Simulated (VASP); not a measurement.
# BN (zincblende type) (F-43m) in VASP: further runs

BN (zincblende type) is run at these levels: PBE; tasks: single point, relaxation of cell and atoms.

Everything below comes from runs of VASP 6.6.1. Logs are shortened: lines on timing, memory, paths and dates and some standing lists are left out, and cuts for length are marked.

## (1) The cell of the first run

It takes space group F-43m (No. 216, cubic). Conventional cell: a = 3.443 Å, b = 3.443 Å, c = 3.443 Å, α = 90.00°, β = 90.00°, γ = 90.00°. Within 2.0 Å of B (site symmetry -43m) lie 4 N at 1.49 Å. Within 2.0 Å of N (site symmetry -43m) lie 4 B at 1.49 Å.

## (2) Single point, PBE

INCAR reads:

```
  PREC = Accurate
  ENCUT = 520
  EDIFF = 1E-6
  ISMEAR = -1
  SIGMA = 0.05
  LREAL = False
  LASPH = True
  NELM = 100
  ALGO = Normal
  ISIF = 2
  LWAVE = False
  LCHARG = True
  GGA = PE
  LELF = True
  LVHAR = True
  NBANDS = 11
```

KPOINTS reads:

```
Automatic mesh
0
Gamma
  16 16 16
```

POSCAR reads:

```
BN
1.0
    0.0000000000      1.7214513251      1.7214513251
    1.7214513251      0.0000000000      1.7214513251
    1.7214513251      1.7214513251      0.0000000000
B N
1 1
Direct
    0.0000000000      0.0000000000      0.0000000000
    0.2500000000      0.2500000000      0.2500000000
```

Potentials or basis: VASP PAW PBE potentials, release 64 (B, N).

Command:

```bash
cat potpaw_PBE.64/B/POTCAR potpaw_PBE.64/N/POTCAR > POTCAR
mpirun -np 1 vasp_std > vasp.out
```

OUTCAR:

```text
PREC = Accurate
   ENCUT = 520
   EDIFF = 1E-6
   ISMEAR = -1
   LREAL = False
   LASPH = True
   NELM = 100
   ISIF = 2
   GGA = PE

 ion  position               nearest neighbor table
   1  0.000  0.000  0.000-   2 1.49   2 1.49   2 1.49   2 1.49
   2  0.250  0.250  0.250-   1 1.49   1 1.49   1 1.49   1 1.49

  LATTYP: Found a face centered cubic cell.
 ALAT       =     3.4429026502

  Lattice vectors:

 A1 = (   0.0000000000,   1.7214513251,   1.7214513251)
 A2 = (   1.7214513251,   0.0000000000,   1.7214513251)
 A3 = (   1.7214513251,   1.7214513251,   0.0000000000)

Analysis of symmetry for initial positions (statically):
=====================================================================
 Subroutine PRICEL returns:
 Original cell was already a primitive cell.

 Routine SETGRP: Setting up the symmetry group for a
 face centered cubic supercell.

 Subroutine GETGRP returns: Found 24 space group operations
 (whereof 24 operations were pure point group operations)
 out of a pool of 48 trial point group operations.

The static configuration has the point symmetry T_d .

Analysis of symmetry for dynamics (positions and initial velocities):
=====================================================================
 Subroutine PRICEL returns:
 Original cell was already a primitive cell.

 Routine SETGRP: Setting up the symmetry group for a
 face centered cubic supercell.

 Subroutine GETGRP returns: Found 24 space group operations
 (whereof 24 operations were pure point group operations)
 out of a pool of 48 trial point group operations.

The dynamic configuration has the point symmetry T_d .

 Subroutine INISYM returns: Found 24 space group operations
 (whereof 24 operations are pure point group operations),
 and found     1 'primitive' translations

----------------------------------------------------------------------------------------

                                     Primitive cell

  volume of cell :      10.2027

  direct lattice vectors                    reciprocal lattice vectors
     0.000000000  1.721451325  1.721451325    -0.290452592  0.290452592  0.290452592
     1.721451325  0.000000000  1.721451325     0.290452592 -0.290452592  0.290452592
     1.721451325  1.721451325  0.000000000     0.290452592  0.290452592 -0.290452592

  length of vectors
     2.434499811  2.434499811  2.434499811     0.503078647  0.503078647  0.503078647

  position of ions in fractional coordinates (direct lattice)
     0.000000000  0.000000000  0.000000000
     0.250000000  0.250000000  0.250000000

  ion indices of the primitive-cell ions
   primitive index   ion index
                 1           1
                 2           2

----------------------------------------------------------------------------------------

 KPOINTS: Automatic mesh

Automatic generation of k-mesh.
 Grid dimensions read from file:
 generate k-points for:   16   16   16

 Generating k-lattice:

  Cartesian coordinates                     Fractional coordinates (reciprocal lattice)
    -0.018153287  0.018153287  0.018153287     0.062500000  0.000000000  0.000000000
     0.018153287 -0.018153287  0.018153287     0.000000000  0.062500000  0.000000000
     0.018153287  0.018153287 -0.018153287     0.000000000  0.000000000  0.062500000

  Length of vectors
     0.031442415  0.031442415  0.031442415

  Shift w.r.t. Gamma in fractional coordinates (k-lattice)
     0.000000000  0.000000000  0.000000000

 Subroutine IBZKPT returns following result:
 ===========================================

 Found    145 irreducible k-points:

 Following reciprocal coordinates:
            Coordinates               Weight
  0.000000  0.000000  0.000000      1.000000
  0.062500  0.000000  0.000000      8.000000
  0.125000  0.000000  0.000000      8.000000
  0.187500  0.000000  0.000000      8.000000
  0.250000  0.000000  0.000000      8.000000
  0.312500  0.000000  0.000000      8.000000
[... 16 lines left out ...]
 -0.125000  0.062500  0.000000     24.000000
 -0.062500  0.062500  0.000000     12.000000
 [... further k-points ...]
   k-points           NKPTS =    145   k-points in BZ     NKDIM =    145   number of bands    NBANDS=     11
   number of dos      NEDOS =    301   number of ions     NIONS =      2
   total plane-waves  NPLWV =   5832
   dimension x,y,z NGX =    18 NGY =   18 NGZ =   18
   dimension x,y,z NGXF=    36 NGYF=   36 NGZF=   36
   ions per type =               1   1
   NGX,Y,Z   is equivalent  to a cutoff of  12.29, 12.29, 12.29 a.u.
   NGXF,Y,Z  is equivalent  to a cutoff of  24.58, 24.58, 24.58 a.u.
 SYSTEM =  unknown system
   PREC   = accura    normal or accurate (medium, high low for compatibility)
   ISTART =      0    job   : 0-new  1-cont  2-samecut
   ICHARG =      2    charge: 1-file 2-atom 10-const
   ISPIN  =      1    spin polarized calculation?
   LNONCOLLINEAR =      F non collinear calculations
   LSORBIT =      F    spin-orbit coupling
   LASPH  =      T    aspherical Exc in radial PAW
   ENCUT  =  520.0 eV  38.22 Ry    6.18 a.u.   4.53  4.53  4.53*2*pi/ulx,y,z
   NELM   =    100;   NELMIN=  2; NELMDL= -5     # of ELM steps
   EDIFF  = 0.1E-05   stopping-criterion for ELM
   LREAL  =      F    real-space projection
   EDIFFG = 0.1E-04   stopping-criterion for IOM
   NSW    =      0    number of steps for IOM
   IBRION =     -1    ionic relax: 0-MD 1-quasi-New 2-CG
   NFREE  =      0    steps in history (QN), initial steepest desc. (CG)
   ISIF   =      2    stress and relaxation
   ISYM   =      2    0-nonsym 1-usesym 2-fastsym
   POTIM  = 0.5000    time-step for ionic-motion
   TEBEG  =    0.0;   TEEND  =   0.0 temperature during run
   PSTRESS=    0.0 pullay stress
   NELECT =       8.0000    total number of electrons
   NUPDOWN=      -1.0000    fix difference up-down
   EMIN   =  10.00;   EMAX   =-10.00  energy-range for DOS
   EFERMI =   0.00;   METHOD = LEGACY
   ISMEAR =    -1;   SIGMA  =   0.05  broadening in eV -4-tet -1-fermi 0-gaus
   EFERMI_NEDOS =   21; number of points for ismear=-14 and -15
   IALGO  =     38    algorithm
   IMIX   =      4    mixing-type and parameters
     AMIX     =   0.40;   BMIX     =  1.00
     AMIX_MAG =   1.60;   BMIX_MAG =  1.00
  volume/ion in A,a.u.               =       5.10        34.43
  Fermi-wavevector in a.u.,A,eV,Ry     =   1.509617  2.852762 31.006904  2.278943
  Thomas-Fermi vector in A             =   2.619915
   LORBIT       =      0    0 simple, 1 ext, 2 COOP (PROOUT), +10 PAW based schemes
   GGA     = PE    functional components
   LHFCALC =     F    Hartree Fock is set to
   AEXX    =    0.0000 exact exchange contribution
   IVDW    =     0    specifies the selected vdW correction
   LEPSILON=     F    determine dielectric tensor
   LRPA    =     F    only Hartree local field effects (RPA)
 non-spin polarized calculation
  energy-cutoff  :      520.00
  volume of cell :       10.20
 maximum number of plane-waves:       291
   NGX =  9   NGY =  9   NGZ =  9

 number of electron       7.9999997 magnetization

 Free energy of the ion-electron system (eV)
  ---------------------------------------------------
  ext. energy  EPLUGINS =         0.00000000
  ---------------------------------------------------
  free energy    TOTEN  =       -17.08466515 eV

  energy without entropy =      -17.08466515  energy(sigma->0) =      -17.08466515

 E-fermi :  10.3088     XC(G=0): -13.5595

 val. band max:        9.3159682469   @ k =   0.0000   0.0000   0.0000
 cond. band min:      13.9166511624   @ k =   0.5000   0.5000   0.0000
 fundamental gap:      4.6006829154
 Fermi energy:        10.3087695595

 k-point     1 :       0.0000    0.0000    0.0000
  band No.  band energies     occupation
      1     -12.6778      2.00000
      2       9.3160      2.00000
      3       9.3160      2.00000
      4       9.3160      2.00000
      5      18.8356      0.00000
      6      18.8356      0.00000
      7      18.8356      0.00000
      8      22.1514      0.00000
      9      36.9243      0.00000
     10      38.9369      0.00000
     11      38.9369      0.00000

 k-point     2 :       0.0625    0.0000    0.0000
  band No.  band energies     occupation
      1     -12.5711      2.00000
      2       8.7261      2.00000
      3       9.1933      2.00000
      4       9.1933      2.00000
      5      19.0226      0.00000
      6      19.0226      0.00000
      7      19.0743      0.00000
      8      22.4265      0.00000
      9      36.5133      0.00000
     10      37.0566      0.00000
     11      37.0566      0.00000

 k-point     3 :       0.1250    0.0000    0.0000
  band No.  band energies     occupation
      1     -12.2529      2.00000
      2       7.2353      2.00000
      3       8.8701      2.00000
      4       8.8701      2.00000
      5      19.5043      0.00000
      6      19.5043      0.00000
      7      19.5667      0.00000
      8      23.1676      0.00000
      9      35.4396      0.00000
     10      35.4396      0.00000
     11      35.7247      0.00000

 k-point     4 :       0.1875    0.0000    0.0000
  band No.  band energies     occupation
      1     -11.7287      2.00000
      2       5.2994      2.00000
      3       8.4436      2.00000
      4       8.4436      2.00000
      5      20.0641      0.00000
      6      20.0878      0.00000
      7      20.0878      0.00000
      8      24.1001      0.00000
      9      34.4946      0.00000
     10      34.4946      0.00000
     11      35.0495      0.00000
[... 239 lines left out ...]
 k-point    22 :      -0.1875    0.0625    0.0000
  band No.  band energies     occupation
      1     -11.4178      2.00000
      2       4.6173      2.00000
      3       7.4932      2.00000
      4       8.5951      2.00000
      5      19.9951      0.00000
      6      20.2942      0.00000
      7      20.8768      0.00000
      8      24.3843      0.00000
      9      32.9804      0.00000
     10      33.7340      0.00000
     11      37.4072      0.00000

 k-point    23 :      -0.1250    0.0625    0.0000
  band No.  band energies     occupation
      1     -12.0072      2.00000
      2       6.5642      2.00000
      3       7.9806      2.00000
      4       8.9830      2.00000
      5      19.4610      0.00000
      6      19.7371      0.00000
      7      20.3658      0.00000
      8      23.5796      0.00000
      9      33.6836      0.00000
     10      34.2182      0.00000
     11      37.9060      0.00000

 k-point    24 :      -0.0625    0.0625    0.0000
  band No.  band energies     occupation
      1     -12.3940      2.00000
      2       8.0821      2.00000
      3       8.5631      2.00000
      4       9.2092      2.00000
      5      19.0765      0.00000
      6      19.2447      0.00000
      7      19.7006      0.00000
      8      22.8350      0.00000
      9      35.0865      0.00000
     10      35.2968      0.00000
     11      38.1915      0.00000

 [... further k-points ...]

------------------------ aborting loop because EDIFF is reached ----------------------------------------

  FORCE on cell =-STRESS in cart. coord.  units (eV):
  Direction    XX          YY          ZZ          XY          YZ          ZX
  --------------------------------------------------------------------------------------
  -------------------------------------------------------------------------------------
  Total        4.8865393      4.8865393      4.8865393      0.0000000      0.0000000      0.0000000
  in kB      767.3574903    767.3574903    767.3574903      0.0000000      0.0000000      0.0000000
  external PRESSURE =     767.3574903 kB  Pullay stress =       0.0000000 kB

 VOLUME and BASIS-vectors are now :
 -----------------------------------------------------------------------------
  energy-cutoff  :      520.00
  volume of cell :       10.20
      direct lattice vectors                 reciprocal lattice vectors
     0.000000000  1.721451325  1.721451325    -0.290452592  0.290452592  0.290452592
     1.721451325  0.000000000  1.721451325     0.290452592 -0.290452592  0.290452592
     1.721451325  1.721451325  0.000000000     0.290452592  0.290452592 -0.290452592

 POSITION                                       TOTAL-FORCE (eV/Angst)
 -----------------------------------------------------------------------------------
      0.00000      0.00000      0.00000         0.000000      0.000000      0.000000
      0.86073      0.86073      0.86073        -0.000000     -0.000000     -0.000000
 -----------------------------------------------------------------------------------
    total drift:                                0.000000      0.000000     -0.000000

  FREE ENERGIE OF THE ION-ELECTRON SYSTEM (eV)
  ---------------------------------------------------
  free  energy   TOTEN  =       -17.0846651490 eV

  energy  without entropy=      -17.0846651490  energy(sigma->0) =      -17.08466515
```

It took 10 s on 1 thread of Intel Xeon Platinum 8488C (Sapphire Rapids), shared host; peak memory 0.12 GiB.

Results:

```yaml
Free_energy: -17.0847 eV
Pressure: 76.7 GPa
Band_gap_on_the_k_mesh: 4.60 eV, indirect (least direct gap 9.52 eV)
```

Levels at points of the mesh, in eV from the valence-band top:
```
           k point  band 2  band 3  band 4  band 5  band 6  band 7
(0.00, 0.00, 0.00)    0.00    0.00    0.00    9.52    9.52    9.52
(0.50, 0.00, 0.00)  -12.12   -2.23   -2.23   11.51   11.51   12.14
(0.50, 0.50, 0.00)   -9.94   -5.67   -5.67    4.60   10.04   20.28
```

A k mesh can miss the band edges. PBE gaps usually lie below the measured ones, often by a third to a half.

## (3) Single point, PBE

INCAR reads:

```
SYSTEM = BN
ALGO = Normal ; EDIFF = 1E-6
ENCUT = 520 ; GGA = PE
ISIF = 2 ; ISMEAR = -1
LASPH = .True. ; LCHARG = .False.
LREAL = .False. ; LWAVE = .False.
NBANDS = 11 ; NELM = 60
PREC = Accurate ; SIGMA = 0.05
```

KPOINTS reads:

```
k-points
0
Gamma
  16 16 16
  0 0 0
```

POSCAR reads:

```
BN
1.0
    0.0000000000      1.7214836091      1.7214836091
    1.7214836091      0.0000000000      1.7214836091
    1.7214836091      1.7214836091      0.0000000000
B N
1 1
Direct
    0.0000000000      0.0000000000      0.0000000000
    0.2500000000      0.2500000000      0.2500000000
```

Potentials or basis: VASP PAW PBE potentials, release 64 (B, N).

Command:

```bash
cat potpaw_PBE.64/B/POTCAR potpaw_PBE.64/N/POTCAR > POTCAR
mpirun -np 1 vasp_std > vasp.out
```

Wall time 9.9 s (1 thread of Intel Xeon Platinum 8488C (Sapphire Rapids), shared host); peak memory 0.12 GiB.

Results (log left out):

```yaml
Free_energy: -17.0850 eV
Pressure: 76.7 GPa
Band_gap_on_the_k_mesh: 4.60 eV, indirect (least direct gap 9.52 eV)
```

Levels at points of the mesh, in eV from the valence-band top:
```csv
k point,band 1,band 2,band 3,band 4,band 5,band 6,band 7,band 8,band 9
"(0.00, 0.00, 0.00)",-21.99,0.00,0.00,0.00,9.52,9.52,9.52,12.83,27.61
"(0.50, 0.00, 0.00)",-17.05,-12.12,-2.23,-2.23,11.51,11.51,12.14,16.76,25.72
"(0.50, 0.50, 0.00)",-15.47,-9.93,-5.67,-5.67,4.60,10.04,20.28,20.28,23.47
```

A k mesh can miss the band edges. A hybrid or GW would open this gap; PBE tends to underestimate it.

(Continued in part 2 of 2.)
